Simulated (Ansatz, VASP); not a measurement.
## AlB2Sb3 in VASP and in Ansatz

```xyz
12
Lattice="5.9195 -3.4140 0.0000 5.9195 3.4140 0.0000 0.0000 0.0000 6.4537" Properties=species:S:1:pos:R:3 pbc="T T T"
Al    5.9195    2.2806    3.2298
Al    5.9195   -2.2806    0.0030
B     7.9652   -1.0523    3.2322
B     3.8738   -1.0523    3.2322
B     3.8738    1.0523    0.0054
B     7.9652    1.0523    0.0054
Sb    3.7215    1.0607    4.1324
Sb    8.1175    1.0607    4.1324
Sb    5.9195   -1.9448    3.8224
Sb    8.1175   -1.0607    0.9055
Sb    3.7215   -1.0607    0.9055
Sb    5.9195    1.9448    0.5955
```

Alike in both runs: functional PBE; k mesh 6 × 6 × 6; occupations gaussian, width 0.02 eV; no spin polarisation.

Ansatz relaxed the structure, and its values are those at the end. VASP's run is a single point on that final structure, the one shown.

|  | VASP | Ansatz |
| --- | --- | --- |
| version | VASP 6.6.1 | Ansatz 0.2.0 |
| potentials or method | VASP PAW PBE potentials, release 64 (Al, B, Sb), cutoff 520 eV | scalar-relativistic, plane waves, PAW |
| valence electrons in the cell | 48 | 108 |

|  | VASP | Ansatz | Ansatz less VASP |
| --- | --- | --- | --- |
| gap on the k mesh at the Fermi level (eV) | 0.59 | 0.60 | +0.008 |
| least direct gap on the mesh (eV) | 0.78 | 0.78 | +0.001 |
| pressure (GPa) | 0.3 | 0.0 | -0.30 |
| rms of the force components (eV/Å) | 0.004 | 0.001 | -0.0025 |

VASP's potentials hold 48 valence electrons a cell and Ansatz's 108, so a difference there can come from the potentials and not from the codes.

Spin-orbit coupling is off throughout.
